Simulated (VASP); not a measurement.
Write the native input for VASP 6.6.1 that does the following.

| Quantity | Value |
| --- | --- |
| Task | relaxation of cell and atoms |
| Functional | PBE |
| Potentials or basis | VASP PAW PBE potentials, release 64 (Rb_sv, Ta_pv, P) |
| Cutoff | 600 eV |
| k mesh | 9 × 9 × 8 |
| Occupations | gaussian, width 0.1 eV |
| Spin | no spin polarisation |
| Dipole correction | no |
| Further INCAR settings | ALGO = Normal; EDIFF = 1e-07; IBRION = 2; EDIFFG = -0.01; NSW = 100; ISIF = 3 |

The structure of Rb3TaP2 lies in POSCAR:

```
Rb3TaP2
1.0
    5.7849067594      0.0000000000      0.0000000000
   -2.8924533797      5.0098762122      0.0000000000
    0.0000000000      0.0000000000      5.7200246648
Rb Ta P
3 1 2
Direct
    0.5000000000      0.0000000000      0.5000000000
    0.5000000000      0.5000000000      0.5000000000
    0.0000000000      0.5000000000      0.5000000000
    0.0000000000      0.0000000000      0.0000000000
    0.3333333333      0.6666666667      0.0000000000
    0.6666666667      0.3333333333      0.0000000000
```

These files were run (other wordings do the same):

INCAR

```
SYSTEM = Rb3TaP2
PREC = Accurate
ENCUT = 600
EDIFF = 1E-7
ISMEAR = 0
SIGMA = 0.1
LREAL = .FALSE.
LASPH = .TRUE.
NELM = 100
ALGO = Normal
ISIF = 3
LWAVE = .FALSE.
LCHARG = .FALSE.
GGA = PE
IBRION = 2
NSW = 100
EDIFFG = -0.01
```

KPOINTS

```
regular mesh
0
G
  9 9 8
  0 0 0
```

Potentials or basis: VASP PAW PBE potentials, release 64 (Rb_sv, Ta_pv, P).

Run with:

```bash
$ cat potpaw_PBE.64/Rb_sv/POTCAR potpaw_PBE.64/Ta_pv/POTCAR potpaw_PBE.64/P/POTCAR > POTCAR
$ mpirun -np 1 vasp_std > vasp.out
```

Results of the run:

```json
{
 "Relaxed volume": "27.90 Å³/atom",
 "Relaxed cell": "a = 5.806 Å, b = 5.806 Å, c = 5.736 Å, α = 90.00°, β = 90.00°, γ = 120.00°",
 "Space group after relaxing (to 0.05 Å)": "P6/mmm (No. 191)",
 "Energy gained by relaxing": "0.3 meV/atom",
 "Ionic steps": "4",
 "Pressure after relaxing": "0.0 GPa",
 "Band gap on the k mesh": "zero (band 24 reaches 3.63 eV, above the bottom of band 25 at 2.97 eV)"
}
```

Caveat: spin-orbit coupling is left out, which moves the levels of the heavy elements.

It took 11 min on 1 thread of Intel(R) Xeon(R) 6975P-C (Granite Rapids), on a shared host, peak memory 0.57 GiB.
